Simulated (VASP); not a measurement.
Write the native input for VASP 6.6.1 that does the following.

```yaml
Task: G0W0 quasiparticle levels
Functional: PBE
Potentials_or_basis: VASP PAW PBE potentials, release 64 (Na_sv_GW, F_GW)
Cutoff: 500 eV
k_mesh: 6 × 6 × 6
Occupations: gaussian, width 0.01 eV
Spin: no spin polarisation
Dipole_correction: no
GW_scheme: G0W0
GW_iterations: 1
Cutoff_of_the_response_function: 80
Frequency_points: 96
Empty_bands: 39
Further_INCAR_settings: ALGO = EVGW0; EDIFF = 1e-08; NBANDS = 47
```

The system is NaF.

```
Na F
1.0
     0.00000    2.29724    2.29724
     2.29724    0.00000    2.29724
     2.29724    2.29724    0.00000
Na F
1 1
Cartesian
  0.0000 0.0000 0.0000
  2.2972 2.2972 2.2972
```

One way to write it, as run:

POSCAR

```
NaF
1.0
    0.0000000000      2.2972417931      2.2972417931
    2.2972417931      0.0000000000      2.2972417931
    2.2972417931      2.2972417931      0.0000000000
Na F
1 1
Direct
    0.0000000000      0.0000000000      0.0000000000
    0.5000000000      0.5000000000      0.5000000000
```

INCAR.step1

```
  PREC = Accurate
  ENCUT = 500
  EDIFF = 1E-8
  ISMEAR = 0
  SIGMA = 0.01
  LREAL = False
  LASPH = True
  NELM = 80
  ALGO = Normal
  LWAVE = True
  LCHARG = False
  GGA = PE
```

INCAR.step2

```
  PREC = Accurate
  ENCUT = 500
  EDIFF = 1E-8
  ISMEAR = 0
  SIGMA = 0.01
  LREAL = False
  LASPH = True
  NELM = 1
  ALGO = Exact
  LWAVE = True
  LCHARG = False
  GGA = PE
  NBANDS = 47
  LOPTICS = True
  ISTART = 1
```

INCAR.step3

```
  PREC = Accurate
  ENCUT = 500
  EDIFF = 1E-8
  ISMEAR = 0
  SIGMA = 0.01
  LREAL = False
  LASPH = True
  ALGO = EVGW0
  LWAVE = False
  LCHARG = False
  GGA = PE
  NELMGW = 1
  NBANDS = 47
  ENCUTGW = 80.0
  NOMEGA = 96
  PRECFOCK = Fast
  ISTART = 1
  NBANDSGW = 16
  OMEGAMAX = 30
```

KPOINTS

```
regular mesh
0
Gamma
  6 6 6
```

Potentials or basis: VASP PAW PBE potentials, release 64 (Na_sv_GW, F_GW).

Launch:

```bash
$ cat potpaw_PBE.64/Na_sv_GW/POTCAR potpaw_PBE.64/F_GW/POTCAR > POTCAR
$ cp INCAR.step1 INCAR
$ mpirun -np 1 vasp_std > vasp.out
$ cp INCAR.step2 INCAR
$ mpirun -np 1 vasp_std > vasp.out
$ cp INCAR.step3 INCAR
$ mpirun -np 1 vasp_std > vasp.out
```

It gave:

```
Quasiparticle gap                                   : 10.65 eV
Least direct quasiparticle gap                      : 10.65 eV
Band gap of the starting levels on the mesh         : 6.47 eV
Least direct gap of the starting levels on the mesh : 6.47 eV
```

Caveat: the k points lie up to 0.39 Å⁻¹ apart; bands, screening cutoff and mesh are small and nothing is extrapolated, so the quasiparticle values aren't converged.

It took 3.1 min on 1 thread of Intel Xeon 8259CL (shared host), peak memory 0.3 GiB.
